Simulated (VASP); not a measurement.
# SrAl4Bi2 (I4/mmm) in VASP: notebook

SrAl4Bi2 is run at these levels: PBE; tasks: single point.

All numbers are computed with VASP 6.6.1; they aren't measurements. Logs are shortened: lines on timing, memory, paths and dates and some standing lists are left out, and cuts for length are marked.

## (1) The cell of the first run

Symmetry: I4/mmm, No. 139, tetragonal system. The conventional cell has a = 4.483 Å, b = 4.483 Å, c = 14.621 Å, α = 90.00°, β = 90.00°, γ = 90.00°. Sr (site symmetry 4/mmm) has 6 Al at 2.24 Å within 3.0 Å. Al (site symmetry mmm) has 2 Sr at 2.24 Å and 4 Bi at 3.10 Å and 8 Al at 3.17 Å within 3.2 Å. Within 3.0 Å of Al (site symmetry 4mm) lie 1 Sr at 2.24 Å and 1 Bi at 2.93 Å. Bi (site symmetry 4mm) has 9 Al at 2.93 to 3.17 Å and 4 Sr at 3.82 Å within 3.9 Å.

## (2) Single point, PBE

The input, INCAR:

```
SYSTEM = SrAl4Bi2
PREC = Accurate ; ENCUT = 520
EDIFF = 1E-7 ; ISMEAR = 0
SIGMA = 0.1 ; LREAL = .FALSE.
LASPH = .TRUE. ; NELM = 100
ALGO = Fast ; ISIF = 2
LWAVE = .FALSE. ; LCHARG = .TRUE.
GGA = PE ; LELF = .TRUE.
LVHAR = .TRUE. ; NBANDS = 35
```

The input, KPOINTS:

```
Automatic mesh
0
G
  6 6 6
  0 0 0
```

The input, POSCAR:

```
SrAl4Bi2
1.0
   -2.2415819098      2.2415819098      7.3106962459
    2.2415819098     -2.2415819098      7.3106962459
    2.2415819098      2.2415819098     -7.3106962459
Sr Al Bi
1 4 2
Direct
    0.0000000000      0.0000000000      0.0000000000
    0.5000000000      0.0000000000      0.5000000000
    0.0000000000      0.5000000000      0.5000000000
    0.1533100000      0.1533100000      0.0000000000
    0.8466900000      0.8466900000      0.0000000000
    0.3537700000      0.3537700000      0.0000000000
    0.6462300000      0.6462300000      0.0000000000
```

Potentials or basis: VASP PAW PBE potentials, release 64 (Sr_sv, Al, Bi_d).

On the command line:

```bash
cat potpaw_PBE.64/Sr_sv/POTCAR potpaw_PBE.64/Al/POTCAR potpaw_PBE.64/Bi_d/POTCAR > POTCAR
mpirun -np 1 vasp_std > vasp.out
```

OUTCAR:

```text
SYSTEM = SrAl4Bi2
   PREC = Accurate
   ENCUT = 520
   EDIFF = 1E-7
   ISMEAR = 0
   LREAL = .FALSE.
   LASPH = .TRUE.
   NELM = 100
   ISIF = 2
   GGA = PE

 ion  position               nearest neighbor table
   1  0.000  0.000  0.000-   2 2.24   3 2.24   3 2.24   2 2.24   4 2.24   5 2.24   6 3.82   7 3.82
                             7 3.82   6 3.82   7 3.82   6 3.82   7 3.82   6 3.82
   2  0.500  0.000  0.500-   1 2.24   1 2.24   7 3.10   6 3.10   6 3.10   7 3.10   3 3.17   3 3.17
                             3 3.17   3 3.17   5 3.17   4 3.17   4 3.17   5 3.17
   3  0.000  0.500  0.500-   1 2.24   1 2.24   7 3.10   6 3.10   7 3.10   6 3.10   2 3.17   2 3.17
                             2 3.17   2 3.17   5 3.17   4 3.17   4 3.17   5 3.17
   4  0.153  0.153  0.000-   1 2.24   6 2.93   3 3.17   2 3.17   3 3.17   2 3.17   7 3.17   7 3.17
                             7 3.17   7 3.17
   5  0.847  0.847  0.000-   1 2.24   7 2.93   2 3.17   3 3.17   2 3.17   3 3.17   6 3.17   6 3.17
                             6 3.17   6 3.17
   6  0.354  0.354  0.000-   4 2.93   2 3.10   3 3.10   2 3.10   3 3.10   5 3.17   5 3.17   5 3.17
                             5 3.17   1 3.82   1 3.82   1 3.82   1 3.82
   7  0.646  0.646  0.000-   5 2.93   3 3.10   2 3.10   2 3.10   3 3.10   4 3.17   4 3.17   4 3.17
                             4 3.17   1 3.82   1 3.82   1 3.82   1 3.82

  LATTYP: Found a body centered tetragonal cell.
 ALAT       =     4.4831638196
 C/A-ratio  =     3.2614004485

  Lattice vectors:

 A1 = (  -2.2415819098,   2.2415819098,   7.3106962459)
 A2 = (   2.2415819098,  -2.2415819098,   7.3106962459)
 A3 = (   2.2415819098,   2.2415819098,  -7.3106962459)

Analysis of symmetry for initial positions (statically):
=====================================================================
 Subroutine PRICEL returns:
 Original cell was already a primitive cell.

 Routine SETGRP: Setting up the symmetry group for a
 body centered tetragonal supercell.

 Subroutine GETGRP returns: Found 16 space group operations
 (whereof 16 operations were pure point group operations)
 out of a pool of 16 trial point group operations.

The static configuration has the point symmetry D_4h.

Analysis of symmetry for dynamics (positions and initial velocities):
=====================================================================
 Subroutine PRICEL returns:
 Original cell was already a primitive cell.

 Routine SETGRP: Setting up the symmetry group for a
 body centered tetragonal supercell.

 Subroutine GETGRP returns: Found 16 space group operations
 (whereof 16 operations were pure point group operations)
 out of a pool of 16 trial point group operations.

The dynamic configuration has the point symmetry D_4h.

 Subroutine INISYM returns: Found 16 space group operations
 (whereof 16 operations are pure point group operations),
 and found     1 'primitive' translations

----------------------------------------------------------------------------------------

                                     Primitive cell

  volume of cell :     146.9359

  direct lattice vectors                    reciprocal lattice vectors
    -2.241581910  2.241581910  7.310696246     0.000000000  0.223056761  0.068392939
     2.241581910 -2.241581910  7.310696246     0.223056761  0.000000000  0.068392939
     2.241581910  2.241581910 -7.310696246     0.223056761  0.223056761  0.000000000

  length of vectors
     7.968416312  7.968416312  7.968416312     0.233306478  0.233306478  0.315449896

  position of ions in fractional coordinates (direct lattice)
     0.000000000  0.000000000  0.000000000
     0.500000000  0.000000000  0.500000000
     0.000000000  0.500000000  0.500000000
     0.153310000  0.153310000  0.000000000
     0.846690000  0.846690000  0.000000000
     0.353770000  0.353770000  0.000000000
     0.646230000  0.646230000  0.000000000

  ion indices of the primitive-cell ions
   primitive index   ion index
                 1           1
                 2           2
                 3           3
                 4           4
                 5           5
                 6           6
                 7           7

----------------------------------------------------------------------------------------

 KPOINTS: Automatic mesh

Automatic generation of k-mesh.
 Grid dimensions read from file:
 generate k-points for:    6    6    6

 Generating k-lattice:

  Cartesian coordinates                     Fractional coordinates (reciprocal lattice)
     0.000000000  0.037176127  0.011398823     0.166666667  0.000000000  0.000000000
     0.037176127  0.000000000  0.011398823     0.000000000  0.166666667  0.000000000
     0.037176127  0.037176127  0.000000000     0.000000000  0.000000000  0.166666667

  Length of vectors
     0.038884413  0.038884413  0.052574983

  Shift w.r.t. Gamma in fractional coordinates (k-lattice)
     0.000000000  0.000000000  0.000000000

 Subroutine IBZKPT returns following result:
 ===========================================

 Found     30 irreducible k-points:

 Following reciprocal coordinates:
            Coordinates               Weight
  0.000000  0.000000  0.000000      1.000000
  0.166667 -0.000000  0.000000      8.000000
  0.333333  0.000000 -0.000000      8.000000
  0.500000  0.000000  0.000000      4.000000
  0.166667  0.166667  0.000000      8.000000
  0.333333  0.166667 -0.000000     16.000000
[... 16 lines left out ...]
 -0.333333 -0.333333  0.166667      8.000000
 -0.166667 -0.333333  0.166667      8.000000
 [... further k-points ...]
   k-points           NKPTS =     30   k-points in BZ     NKDIM =     30   number of bands    NBANDS=     35
   number of dos      NEDOS =    301   number of ions     NIONS =      7
   total plane-waves  NPLWV = 216000
   dimension x,y,z NGX =    60 NGY =   60 NGZ =   60
   dimension x,y,z NGXF=   120 NGYF=  120 NGZF=  120
   ions per type =               1   4   2
   NGX,Y,Z   is equivalent  to a cutoff of  12.52, 12.52, 12.52 a.u.
   NGXF,Y,Z  is equivalent  to a cutoff of  25.04, 25.04, 25.04 a.u.
 SYSTEM =  SrAl4Bi2
   PREC   = accura    normal or accurate (medium, high low for compatibility)
   ISTART =      0    job   : 0-new  1-cont  2-samecut
   ICHARG =      2    charge: 1-file 2-atom 10-const
   ISPIN  =      1    spin polarized calculation?
   LNONCOLLINEAR =      F non collinear calculations
   LSORBIT =      F    spin-orbit coupling
   LASPH  =      T    aspherical Exc in radial PAW
   ENCUT  =  520.0 eV  38.22 Ry    6.18 a.u.  14.82 14.82 14.82*2*pi/ulx,y,z
   NELM   =    100;   NELMIN=  2; NELMDL= -5     # of ELM steps
   EDIFF  = 0.1E-06   stopping-criterion for ELM
   LREAL  =      F    real-space projection
   EDIFFG = 0.1E-05   stopping-criterion for IOM
   NSW    =      0    number of steps for IOM
   IBRION =     -1    ionic relax: 0-MD 1-quasi-New 2-CG
   NFREE  =      0    steps in history (QN), initial steepest desc. (CG)
   ISIF   =      2    stress and relaxation
   ISYM   =      2    0-nonsym 1-usesym 2-fastsym
   POTIM  = 0.5000    time-step for ionic-motion
   TEBEG  =    0.0;   TEEND  =   0.0 temperature during run
   PSTRESS=    0.0 pullay stress
   NELECT =      52.0000    total number of electrons
   NUPDOWN=      -1.0000    fix difference up-down
   EMIN   =  10.00;   EMAX   =-10.00  energy-range for DOS
   EFERMI =   0.00;   METHOD = LEGACY
   ISMEAR =     0;   SIGMA  =   0.10  broadening in eV -4-tet -1-fermi 0-gaus
   EFERMI_NEDOS =   21; number of points for ismear=-14 and -15
   IALGO  =     68    algorithm
   IMIX   =      4    mixing-type and parameters
     AMIX     =   0.40;   BMIX     =  1.00
     AMIX_MAG =   1.60;   BMIX_MAG =  1.00
  volume/ion in A,a.u.               =      20.99       141.65
  Fermi-wavevector in a.u.,A,eV,Ry     =   1.157977  2.188259 18.244200  1.340911
  Thomas-Fermi vector in A             =   2.294584
   LORBIT       =      0    0 simple, 1 ext, 2 COOP (PROOUT), +10 PAW based schemes
   GGA     = PE    functional components
   LHFCALC =     F    Hartree Fock is set to
   AEXX    =    0.0000 exact exchange contribution
   IVDW    =     0    specifies the selected vdW correction
   LEPSILON=     F    determine dielectric tensor
   LRPA    =     F    only Hartree local field effects (RPA)
 non-spin polarized calculation
 RMM-DIIS sequential band-by-band and
 Gauss-broadening in eV      SIGMA  =   0.10
  energy-cutoff  :      520.00
  volume of cell :      146.94
 maximum number of plane-waves:      3988
   NGX = 29   NGY = 29   NGZ = 29

 number of electron      51.9999996 magnetization

 Free energy of the ion-electron system (eV)
  ---------------------------------------------------
  ext. energy  EPLUGINS =         0.00000000
  ---------------------------------------------------
  free energy    TOTEN  =       -10.06809055 eV

  energy without entropy =      -10.03696824  energy(sigma->0) =      -10.05252940

 E-fermi :   7.8805     XC(G=0): -10.2875

 val. band max:        7.8677287480   @ k =  -0.1667   0.5000   0.1667
 cond. band min:       7.8819540275   @ k =  -0.3333   0.5000   0.3333
 fundamental gap:      0.0142252795
 Fermi energy:         7.8804757212

 k-point     1 :       0.0000    0.0000    0.0000
  band No.  band energies     occupation
      1     -27.6082      2.00000
      2     -15.2783      2.00000
      3     -15.2756      2.00000
      4     -15.2697      2.00000
      5     -15.2650      2.00000
      6     -15.2597      2.00000
[... 27 lines left out ...]
     34      11.7664      0.00000
     35      12.3163      0.00000

 k-point     2 :       0.1667   -0.0000    0.0000
  band No.  band energies     occupation
      1     -27.6043      2.00000
      2     -15.2760      2.00000
      3     -15.2737      2.00000
      4     -15.2708      2.00000
      5     -15.2665      2.00000
      6     -15.2599      2.00000
[... 27 lines left out ...]
     34      11.1565      0.00000
     35      11.2974      0.00000
[... 796 lines left out ...]
     34      11.7872      0.00000
     35      11.9449      0.00000

 k-point    24 :      -0.1667   -0.3333    0.1667
  band No.  band energies     occupation
      1     -27.6043      2.00000
      2     -15.2764      2.00000
      3     -15.2734      2.00000
      4     -15.2705      2.00000
      5     -15.2667      2.00000
      6     -15.2627      2.00000
[... 27 lines left out ...]
     34      11.3767      0.00000
     35      11.6407      0.00000

 [... further k-points ...]
[... 5 lines left out ...]
  --------------------------------------------------------------------------------------
  -------------------------------------------------------------------------------------
  Total       26.4218800     26.4218800     26.8560615      0.0000000      0.0000000     -0.0000000
  in kB      288.1020447    288.1020447    292.8363253      0.0000000      0.0000000     -0.0000000
  external PRESSURE =     289.6801383 kB  Pullay stress =       0.0000000 kB

 VOLUME and BASIS-vectors are now :
 -----------------------------------------------------------------------------
  energy-cutoff  :      520.00
  volume of cell :      146.94
      direct lattice vectors                 reciprocal lattice vectors
    -2.241581910  2.241581910  7.310696246     0.000000000  0.223056761  0.068392939
     2.241581910 -2.241581910  7.310696246     0.223056761  0.000000000  0.068392939
     2.241581910  2.241581910 -7.310696246     0.223056761  0.223056761  0.000000000

 POSITION                                       TOTAL-FORCE (eV/Angst)
 -----------------------------------------------------------------------------------
      0.00000      0.00000      0.00000        -0.000000     -0.000000      0.000000
      0.00000      2.24158      0.00000        -0.000000     -0.000000      0.000000
      2.24158      0.00000      0.00000        -0.000000     -0.000000     -0.000000
      0.00000      0.00000      2.24161         0.000000      0.000000      5.190284
      0.00000      0.00000     12.37979         0.000000      0.000000     -5.190284
      0.00000      0.00000      5.17261        -0.000000     -0.000000     -0.017116
      0.00000      0.00000      9.44878        -0.000000     -0.000000      0.017116
 -----------------------------------------------------------------------------------
    total drift:                               -0.000000     -0.000000      0.000000

  FREE ENERGIE OF THE ION-ELECTRON SYSTEM (eV)
  ---------------------------------------------------
  free  energy   TOTEN  =       -10.0680905510 eV

  energy  without entropy=      -10.0369682430  energy(sigma->0) =      -10.05252940
```

Wall time 11 min (1 thread of AMD EPYC 9R45 (Zen 5), shared host); peak memory 0.55 GiB.

Results:

```yaml
Free_energy: -10.0681 eV
Pressure: 29.0 GPa
Largest_force: 5.190 eV/Å
Band_gap_on_the_k_mesh: zero (bands 26 and 27 overlap by 0.68 eV)
```

Forces on the atoms (eV/Å):
```
Sr   0.000  0.000  0.000
Al   0.000  0.000  0.000
Al   0.000  0.000  0.000
Al   0.000  0.000  5.190
Al   0.000  0.000 -5.190
Bi   0.000  0.000 -0.017
Bi   0.000  0.000  0.017
```

Levels at points of the mesh, in eV from the Fermi level:
| k point | band 24 | band 25 | band 26 | band 27 | band 28 | band 29 |
| --- | --- | --- | --- | --- | --- | --- |
| (0.00, 0.00, 0.00) | -2.27 | -1.24 | -0.11 | 0.44 | 0.48 | 1.48 |
| (0.50, 0.00, 0.00) | -0.94 | -0.90 | -0.63 | -0.09 | 0.06 | 1.11 |
| (0.50, 0.50, 0.00) | -1.19 | -0.54 | -0.38 | 0.00 | 0.31 | 0.42 |
| (0.50, 0.50, 0.50) | -2.49 | -1.51 | 0.49 | 0.50 | 0.77 | 1.48 |

Caveat: the cell stands under pressure; spin-orbit coupling is left out, which moves the levels of the heavy elements; forces of over 1 eV/Å act on the atoms, so gaps and moduli don't describe the material at rest.

## (3) Single point, PBE

This run uses another cell than the first one, of 36.57 Å³/atom.

The input, INCAR:

```
SYSTEM = SrAl4Bi2
ALGO = Fast
EDIFF = 1E-6
ENCUT = 520
GGA = PE
ISIF = 2
ISMEAR = 0
LASPH = .TRUE.
LCHARG = .TRUE.
LELF = .TRUE.
LREAL = .FALSE.
LVHAR = .TRUE.
LWAVE = .FALSE.
NBANDS = 35
NELM = 100
PREC = Accurate
SIGMA = 0.1
```

The input, KPOINTS:

```
k-points
0
G
  6 6 6
  0 0 0
```

The input, POSCAR:

```
SrAl4Bi2
1.0
   -2.8781041622      2.8781041622      7.7249128844
    2.8781041622     -2.8781041622      7.7249128844
    2.8781041622      2.8781041622     -7.7249128844
Sr Al Bi
1 4 2
Direct
    0.0000000000      0.0000000000      0.0000000000
    0.5000000000      0.0000000000      0.5000000000
    0.0000000000      0.5000000000      0.5000000000
    0.2081327625      0.2081327625      0.0000000000
    0.7918672375      0.7918672375      0.0000000000
    0.3909782547      0.3909782547      0.0000000000
    0.6090217453      0.6090217453      0.0000000000
```

Potentials or basis: VASP PAW PBE potentials, release 64 (Sr_sv, Al, Bi_d).

On the command line:

```bash
cat potpaw_PBE.64/Sr_sv/POTCAR potpaw_PBE.64/Al/POTCAR potpaw_PBE.64/Bi_d/POTCAR > POTCAR
mpirun -np 1 vasp_std > vasp.out
```

It took 19 min on 1 thread of AMD EPYC 9R45 (Zen 5), shared host; peak memory 0.82 GiB.

It converged, with:

| Item | Value |
| --- | --- |
| Free energy | -18.8668 eV |
| Pressure | 0.0 GPa |
| Largest force | 0.032 eV/Å |
| Band gap on the k mesh | zero (bands 26 and 27 overlap by 0.25 eV) |

Forces in eV/Å, atoms in the order of the input:
```
Sr   0.000  0.000  0.000
Al   0.000  0.000  0.000
Al   0.000  0.000  0.000
Al   0.000  0.000  0.004
Al   0.000  0.000 -0.004
Bi   0.000  0.000 -0.032
Bi   0.000  0.000  0.032
```

Stress tensor (GPa, compression positive):
```
-0.05  0.00  0.00
 0.00 -0.05  0.00
 0.00  0.00  0.03
```

Levels at points of the mesh, in eV from the Fermi level:
```
           k point  band 22  band 23  band 24  band 25  band 26  band 27  band 28  band 29  band 30  band 31
(0.00, 0.00, 0.00)    -2.36    -1.32    -1.32    -0.61    -0.05     1.15     1.61     1.70     1.75     1.79
(0.50, 0.00, 0.00)    -2.05    -0.82    -0.68    -0.59    -0.34    -0.02     0.71     0.78     0.80     1.16
(0.50, 0.50, 0.00)    -2.50    -1.88    -1.06    -0.75    -0.07     0.39     1.11     1.15     1.16     2.34
(0.50, 0.50, 0.50)    -2.55    -2.17    -0.74    -0.56    -0.56     0.75     0.75     1.41     1.77     1.95
```

Caveat: spin-orbit coupling is left out, which moves the levels of the heavy elements.
